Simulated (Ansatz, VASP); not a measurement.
# Two plane-wave programs on TaSi6

```
CELL_PARAMETERS angstrom
5.12350 0.00000 0.00000
-0.48205 5.19056 0.00000
-1.27762 -2.47608 4.49727
ATOMIC_POSITIONS crystal
Ta 0.80583 0.10498 0.97854
Si 0.43616 0.37368 0.14224
Si 0.18403 0.29359 0.47667
Si 0.61121 0.57492 0.86441
Si 0.90667 0.68887 0.54093
Si 0.69970 0.14855 0.46553
Si 0.35639 0.81542 0.53169
```

Change from the starting cell: the structure that the rattled cell fell into.

Alike in both runs: task relaxation of cell and atoms; functional PBE; k mesh 4 × 4 × 4; occupations gaussian, width 0.1 eV; no spin polarisation.

|  | VASP | Ansatz |
| --- | --- | --- |
| version | VASP 6.6.1 | Ansatz 0.2.0 |
| potentials or method | VASP PAW PBE potentials, release 64 (Ta_pv, Si), cutoff 600 eV | scalar-relativistic, plane waves, PAW |
| valence electrons in the cell | 35 | 37 |

Ansatz gave:

* gap on the k mesh at the Fermi level, each at its own relaxed structure (eV): none
* relaxed volume (Å³/atom): 16.38
* relaxed length of the cell vector where the two differ most in proportion (Å): 5.277

Which values does VASP return?

gap on the k mesh at the Fermi level, each at its own relaxed structure (eV): none; relaxed volume (Å³/atom): 16.39; relaxed length of the cell vector where the two differ most in proportion (Å): 5.285.

A gap of «none» marks a metal or a gap that the smearing closes. VASP's potentials hold 35 valence electrons a cell and Ansatz's 37, so a difference there can come from the potentials and not from the codes.

Spin-orbit coupling is off throughout.
